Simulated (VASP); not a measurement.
# Mg27HO26 (a cell with a defect) in VASP: notebook, part 2 of 2

VASP 6.6.1.

### Step 3. Electric field gradients, HSE06, collinear spin

The input, POSCAR:

```
Mg27HO26
1.0
    0.0000000000      6.3815718454      6.3815718454
    6.3815718454      0.0000000000      6.3815718454
    6.3815718454      6.3815718454      0.0000000000
Mg O H
27 26 1
Direct
    0.0001768444      0.0005602376     -0.0005844773
    0.0001445480      0.0005182674      0.3322322579
    0.0002217333      0.0005970473      0.6665847914
    0.0001330701      0.3334261965     -0.0006238750
    0.0006070393      0.3338460016      0.3326835676
    0.0001895920      0.3336686417      0.6663178754
    0.0002188536      0.6677283188     -0.0005430532
    0.0001911642      0.6674360508      0.3325404633
   -0.0002648471      0.6672821004      0.6661457666
    0.3330079915      0.0005151137     -0.0006260701
    0.3334197247      0.0010576942      0.3326615649
    0.3332965482      0.0005662554      0.6662912432
    0.3334242325      0.3338375806     -0.0001329733
    0.3333314953      0.3337568753      0.3325597854
    0.3262501420      0.3265977154      0.6727527916
    0.3332981726      0.6674538115     -0.0005774474
    0.3262428813      0.6739137490      0.3254792638
    0.3268246113      0.6745172151      0.6733666553
    0.6673361346      0.0006184312     -0.0005490894
    0.6670759874      0.0005630159      0.3325191588
    0.6669431092      0.0000494850      0.6661863510
    0.6670636473      0.3336866013     -0.0005848772
    0.6735311624      0.3265697117      0.3254867171
    0.6741487971      0.3272010543      0.6733618719
    0.6669382400      0.6672704232     -0.0010466702
    0.6741300872      0.6745395896      0.3260486294
    0.6670123895      0.6673867311      0.6662535063
    0.1666420706      0.1670114664      0.1659010441
    0.1664917994      0.1668798674      0.4998924983
    0.1659973961      0.1663623244      0.8336951751
    0.1664906794      0.5010459409      0.1657432243
    0.1700242379      0.5006383271      0.4994948434
    0.1702693273      0.5005526430      0.8293272465
    0.1659900058      0.8348278498      0.1652274145
    0.1702937244      0.8304401637      0.4994183208
    0.1659088071      0.8347581461      0.8336011091
    0.5006575865      0.1668692496      0.1657522112
    0.5002573901      0.1704253822      0.4995015700
    0.5001851134      0.1706590368      0.8293178178
    0.5002661059      0.5006450295      0.1692440064
    0.5000944716      0.5004790976      0.8295765867
    0.5001835078      0.8304530889      0.1695074355
    0.5001003256      0.8306974831      0.4993296214
    0.4997116496      0.8342438614      0.8330764364
    0.8344566145      0.1663639052      0.1652265072
    0.8300543972      0.1706856737      0.4994151693
    0.8343733257      0.1662854674      0.8336122136
    0.8300852120      0.5005632655      0.1694983405
    0.8303159503      0.5004916714      0.4993299211
    0.8338715263      0.5000751590      0.8330821328
    0.8343705772      0.8347651348      0.1651379258
    0.8338624534      0.8342453030      0.4989409832
    0.8337191267      0.8341001201      0.8329331499
    0.5002210099      0.5005511733      0.4993790090
```

The input, INCAR.step1:

```
  PREC = Accurate
  ENCUT = 520
  ISMEAR = -1
  SIGMA = 0.01
  LREAL = Auto
  LASPH = T
  NELM = 200
  ALGO = Normal
  ISIF = 2
  LWAVE = T
  LCHARG = F
  ISPIN = 2
  MAGMOM = 0.01 0.01 0.01 0.01 0.01 0.01 0.01 0.01 0.01 0.01 0.01 0.01 0.01 0.01 0.01 0.01 0.01 0.01 0.01 0.01 0.01 0.01 0.01 0.01 0.01 0.01 0.01 0.01 0.01 0.01 0.01 0.01 0.01 0.01 0.01 0.01 0.01 0.01 0.01 0.01 0.01 0.01 0.01 0.01 0.01 0.01 0.01 0.01 0.01 0.01 0.01 0.01 0.01 0.03
  LORBIT = 11
  NUPDOWN = 1.0
  GGA = PE
  EDIFF = 1E-5
  NBANDS = 142
  GGA_COMPAT = F
  ISYM = -1
  KPAR = 1
```

The input, INCAR.step2:

```
  PREC = Accurate
  ENCUT = 520
  EDIFF = 1E-8
  ISMEAR = -1
  SIGMA = 0.01
  LREAL = Auto
  LASPH = T
  NELM = 200
  ALGO = Normal
  ISIF = 2
  LWAVE = F
  LCHARG = F
  ISPIN = 2
  MAGMOM = 0.01 0.01 0.01 0.01 0.01 0.01 0.01 0.01 0.01 0.01 0.01 0.01 0.01 0.01 0.01 0.01 0.01 0.01 0.01 0.01 0.01 0.01 0.01 0.01 0.01 0.01 0.01 0.01 0.01 0.01 0.01 0.01 0.01 0.01 0.01 0.01 0.01 0.01 0.01 0.01 0.01 0.01 0.01 0.01 0.01 0.01 0.01 0.01 0.01 0.01 0.01 0.01 0.01 0.03
  LORBIT = 11
  NUPDOWN = 1.0
  GGA = PE
  LHFCALC = T
  HFSCREEN = 0.2079
  PRECFOCK = Fast
  LEFG = T
  ISTART = 1
  NBANDS = 142
  GGA_COMPAT = F
  ISYM = -1
  KPAR = 1
```

The input, KPOINTS:

```
explicit points
1
Reciprocal
  0.25000000   0.25000000   0.25000000 1
```

Potentials or basis: VASP PAW PBE potentials, release 64 (Mg, O, H).

The run is started by

```
$ cat potpaw_PBE.64/Mg/POTCAR potpaw_PBE.64/O/POTCAR potpaw_PBE.64/H/POTCAR > POTCAR
$ cp INCAR.step1 INCAR
$ mpirun -np 4 vasp_std > vasp.out
$ cp INCAR.step2 INCAR
$ mpirun -np 4 vasp_std > vasp.out
```

OUTCAR:

```text
PREC = Accurate
   ENCUT = 520
   EDIFF = 1E-8
   ISMEAR = -1
   LREAL = Auto
   LASPH = T
   NELM = 200
   ISIF = 2
   ISPIN = 2
   LORBIT = 11
   NUPDOWN = 1.0
   GGA = PE
   LHFCALC = T
   HFSCREEN = 0.2079
   PRECFOCK = Fast
   ISTART = 1
   ISYM = -1

 ion  position               nearest neighbor table
   1  0.000  0.001  0.999-  51 2.12  47 2.12  45 2.12  36 2.12  30 2.12  34 2.12   2 3.00  10 3.00
                             3 3.00   7 3.00  19 3.00   4 3.00  20 3.01   6 3.01  16 3.01  22 3.01
   2  0.000  0.001  0.332-  52 2.12  45 2.12  34 2.12  28 2.13  35 2.15  46 2.15  23 2.95  17 2.95
                             1 3.00  10 3.00   4 3.00  20 3.00   8 3.00   9 3.01  21 3.01  11 3.01
   3  0.000  0.001  0.667-  29 2.12  36 2.12  47 2.12  53 2.13  35 2.15  46 2.15  24 2.95  18 2.95
                             1 3.00   7 3.00  19 3.00  12 3.00   6 3.00  11 3.01   5 3.01  21 3.01
   4  0.000  0.333  0.999-  50 2.12  45 2.12  30 2.12  28 2.13  48 2.15  33 2.15  23 2.95  15 2.95
                             1 3.00   2 3.00  10 3.00   6 3.00  22 3.00  25 3.01   9 3.01  13 3.01
   5  0.001  0.334  0.333-  31 2.13  29 2.13  49 2.13  28 2.13  48 2.13  46 2.13  14 3.00  11 3.00
                            13 3.00   8 3.01   6 3.01   7 3.01   3 3.01  24 3.01  26 3.01   4 3.01
   6  0.000  0.334  0.666-  50 2.13  30 2.13  47 2.13  29 2.13  32 2.15  49 2.15  15 2.94  24 2.94
                             4 3.00   3 3.00   1 3.01  12 3.01  22 3.01   9 3.01   5 3.01  27 3.01
   7  0.000  0.668  0.999-  31 2.12  51 2.12  36 2.12  53 2.13  48 2.15  33 2.15  26 2.95  18 2.95
                             1 3.00   3 3.00  19 3.00   8 3.00  16 3.00  13 3.01   5 3.01  25 3.01
   8  0.000  0.667  0.333-  31 2.13  34 2.13  52 2.13  51 2.13  32 2.15  49 2.15  26 2.94  17 2.94
                             2 3.00   7 3.00  16 3.01  20 3.01   1 3.01   9 3.01   5 3.01  14 3.01
   9  1.000  0.667  0.666-  50 2.13  52 2.13  32 2.13  53 2.13  33 2.13  35 2.13  27 3.00  21 3.00
[... 62 lines left out ...]
  53  0.834  0.834  0.833-   3 2.13   7 2.13  19 2.13  21 2.13   9 2.13  25 2.13
  54  0.500  0.501  0.499-  23 2.22  17 2.22  26 2.22  24 2.22  15 2.22  18 2.22

IMPORTANT INFORMATION: All symmetrisations will be switched off!
NOSYMM: (Re-)initialisation of all symmetry stuff for point group C_1.

----------------------------------------------------------------------------------------

                                     Primitive cell
[... 548 lines left out ...]
 ion       V_xx      V_yy      V_zz      V_xy      V_xz      V_yz
---------------------------------------------------------------------
   1       0.001     0.001    -0.003     0.337     0.339     0.337
   2       0.890     0.883    -1.772     0.219     0.305     0.305
   3       0.886     0.885    -1.771     0.218     0.305     0.305
   4       0.874    -1.748     0.875     0.305     0.215     0.306
   5      -0.070     0.037     0.034     0.426     0.425     0.103
   6      -1.611     0.814     0.797     0.339     0.338     0.057
[... 46 lines left out ...]
  53       0.006    -0.011     0.005     0.514     0.523     0.514
  54      -0.001     0.001    -0.000    -0.204    -0.204    -0.204
---------------------------------------------------------------------

 Electric field gradients after diagonalization (V/A^2)
 (convention: |V_zz| > |V_xx| > |V_yy|)
----------------------------------------------------------------------
 ion       V_xx      V_yy      V_zz     asymmetry (V_yy - V_xx)/ V_zz
----------------------------------------------------------------------
   1      -0.340    -0.335     0.675       0.006
   2       1.168     0.667    -1.835       0.273
   3       1.167     0.667    -1.835       0.272
   4       1.154     0.659    -1.813       0.273
   5      -0.577    -0.068     0.645       0.789
   6       0.952     0.749    -1.701       0.120
[... 46 lines left out ...]
  53      -0.518    -0.516     1.035       0.002
  54       0.205     0.203    -0.408       0.004
----------------------------------------------------------------------

           NMR quadrupolar parameters

 Cq : quadrupolar parameter    Cq=e*Q*V_zz/h
 eta: asymmetry parameters     (V_yy - V_xx)/ V_zz
 Q  : nuclear electric quadrupole moment in mb (millibarn)
----------------------------------------------------------------------
 ion       Cq(MHz)       eta       Q (mb)
----------------------------------------------------------------------
   1       0.002       0.006       1.000
   2      -0.004       0.273       1.000
   3      -0.004       0.272       1.000
   4      -0.004       0.273       1.000
   5       0.002       0.789       1.000
   6      -0.004       0.120       1.000
[... 46 lines left out ...]
  53       0.003       0.002       1.000
  54      -0.001       0.004       1.000
----------------------------------------------------------------------

 total charge

# of ion       s       p       d       tot
------------------------------------------
    1        0.146   0.169   0.074   0.389
    2        0.145   0.166   0.071   0.381
    3        0.145   0.166   0.071   0.381
    4        0.145   0.166   0.071   0.381
    5        0.145   0.167   0.072   0.383
    6        0.147   0.165   0.070   0.382
[... 46 lines left out ...]
   53        1.550   3.566   0.000   5.116
   54        0.555   0.004   0.000   0.558
--------------------------------------------------
tot         44.867  97.186   1.923 143.976

 magnetization (x)

# of ion       s       p       d       tot
------------------------------------------
    1        0.008   0.000  -0.000   0.008
    2        0.007   0.000  -0.000   0.008
    3        0.007   0.000  -0.000   0.008
    4        0.007   0.000  -0.000   0.008
    5        0.008   0.001   0.000   0.009
    6        0.010   0.000   0.000   0.011
[... 46 lines left out ...]
   53        0.007   0.000   0.000   0.007
   54        0.008   0.001   0.000   0.009
--------------------------------------------------
tot          0.445   0.007   0.003   0.455
```

OUTCAR.step1:

```text
PREC = Accurate
   ENCUT = 520
   ISMEAR = -1
   LREAL = Auto
   LASPH = T
   NELM = 200
   ISIF = 2
   ISPIN = 2
[... 690 lines left out ...]
   54        0.553   0.004   0.000   0.557
--------------------------------------------------
tot         44.853  96.644   1.967 143.465

 magnetization (x)

# of ion       s       p       d       tot
------------------------------------------
    1        0.008   0.000   0.000   0.008
    2        0.007   0.001   0.000   0.007
    3        0.007   0.001   0.000   0.007
    4        0.007   0.001   0.000   0.007
    5        0.008   0.001   0.000   0.008
    6        0.010   0.000   0.000   0.010
[... 46 lines left out ...]
   53        0.007   0.001   0.000   0.008
   54        0.009   0.001   0.000   0.010
--------------------------------------------------
tot          0.425   0.027   0.004   0.456
```

Run time: 6.8 min. Hardware: 4 MPI ranks of Intel Xeon 6975P-C (Granite Rapids), shared host; peak memory 0.67 GiB.

Results:

* Free energy: -372.0556 eV
* Pressure: -3.0 GPa
* Largest force: 0.122 eV/Å
* Net moment: 1.00 μB per cell
* Largest electric field gradient by atom: Mg +0.7, -1.8, +0.6, -1.7, +0.3, +7.2 (each value once); O +1.0, +4.1, +3.7, +10.7, +12.6, +3.6, +4.0 (each value once); H -0.4 V/Å²
* Valence electrons inside the program's atomic spheres: Mg 0.39, 0.38 (each value once); O 5.12, 5.13, 5.11 (each value once); H 0.56

Forces on the atoms (eV/Å):
```
Mg   0.000 -0.001  0.004
Mg  -0.009 -0.009 -0.006
Mg   0.009  0.009  0.006
Mg  -0.012 -0.005 -0.012
Mg   0.010  0.005  0.003
Mg  -0.001  0.002 -0.003
Mg   0.011  0.005  0.010
Mg   0.001 -0.005  0.003
Mg  -0.011 -0.004 -0.002
Mg  -0.006 -0.009 -0.009
Mg   0.003  0.013  0.003
Mg   0.002  0.000 -0.003
Mg   0.002  0.005  0.012
Mg   0.009  0.011  0.009
Mg  -0.009 -0.009 -0.120
Mg   0.002 -0.003  0.000
Mg  -0.010 -0.122 -0.010
Mg   0.120  0.010  0.010
Mg   0.005  0.010  0.009
Mg  -0.002  0.000  0.001
Mg  -0.002 -0.015 -0.001
Mg  -0.003  0.003 -0.001
Mg  -0.119 -0.010 -0.008
Mg   0.010  0.119  0.009
Mg  -0.002 -0.005 -0.011
Mg   0.009  0.010  0.119
Mg  -0.010 -0.010 -0.009
O    0.001 -0.001  0.002
O   -0.005 -0.006 -0.006
O    0.006  0.005  0.024
O   -0.007 -0.008 -0.007
O    0.010 -0.002 -0.004
O   -0.001  0.000  0.001
O    0.006  0.025  0.006
O   -0.001  0.001 -0.001
O   -0.025 -0.005 -0.006
O   -0.007 -0.009 -0.005
O   -0.006  0.009 -0.006
O    0.000  0.001  0.000
O   -0.003 -0.003  0.010
O    0.003  0.004 -0.011
O    0.000  0.001  0.000
O    0.006 -0.010  0.005
O    0.008  0.007  0.006
O    0.025  0.006  0.006
O    0.000  0.001  0.000
O   -0.006 -0.025 -0.005
O    0.002  0.001 -0.002
O   -0.010  0.006  0.003
O    0.008  0.008  0.007
O   -0.007 -0.007 -0.026
O    0.005  0.008  0.008
O   -0.001  0.000 -0.001
H    0.001  0.000 -0.001
```

Electric field gradients, principal values (V/Å²):
```tsv
atom	least	middle	greatest (by size)
1 Mg	-0.335	-0.340	0.675
2 Mg	0.667	1.168	-1.835
3 Mg	0.667	1.167	-1.835
4 Mg	0.659	1.154	-1.813
5 Mg	-0.068	-0.577	0.645
6 Mg	0.749	0.952	-1.701
7 Mg	0.662	1.157	-1.819
8 Mg	0.746	0.949	-1.695
9 Mg	-0.069	-0.576	0.645
10 Mg	0.657	1.156	-1.813
11 Mg	-0.064	-0.579	0.643
12 Mg	0.748	0.947	-1.695
13 Mg	-0.068	-0.577	0.645
14 Mg	-0.143	-0.151	0.294
15 Mg	-3.485	-3.690	7.175
16 Mg	0.739	0.945	-1.684
17 Mg	-3.484	-3.692	7.176
18 Mg	-3.483	-3.689	7.172
19 Mg	0.659	1.156	-1.815
20 Mg	0.749	0.949	-1.697
21 Mg	-0.066	-0.578	0.644
22 Mg	0.739	0.945	-1.684
23 Mg	-3.477	-3.684	7.161
24 Mg	-3.482	-3.688	7.170
25 Mg	-0.069	-0.576	0.644
26 Mg	-3.480	-3.684	7.164
27 Mg	-0.141	-0.151	0.292
28 O	-0.511	-0.514	1.025
29 O	-0.846	-3.206	4.052
30 O	-0.652	-3.003	3.654
31 O	-0.843	-3.213	4.057
32 O	-2.838	-7.851	10.689
33 O	-2.398	-10.203	12.601
34 O	-0.648	-2.997	3.645
35 O	-2.401	-10.202	12.603
36 O	-0.650	-3.009	3.659
37 O	-0.852	-3.199	4.051
38 O	-2.842	-7.833	10.675
39 O	-2.398	-10.194	12.592
40 O	-2.830	-7.843	10.673
41 O	-2.836	-7.848	10.684
42 O	-2.395	-10.191	12.585
43 O	-2.837	-7.846	10.684
44 O	-0.851	-3.192	4.043
45 O	-0.643	-3.006	3.650
46 O	-2.389	-10.199	12.588
47 O	-0.650	-3.010	3.659
48 O	-2.378	-10.202	12.580
49 O	-2.828	-7.853	10.681
50 O	-0.842	-3.208	4.051
51 O	-0.651	-3.012	3.663
52 O	-0.845	-3.202	4.047
53 O	-0.516	-0.518	1.035
54 H	0.203	0.205	-0.408
```

Caveat: without QUAD_EFG the Cq values of the log hold for a quadrupole moment of 1 mb, not for the nuclei; the PAW data sets were made with another functional, which shifts forces and pressure a little; the total moment is fixed, so each spin has its own Fermi level and the state may be an excited one.
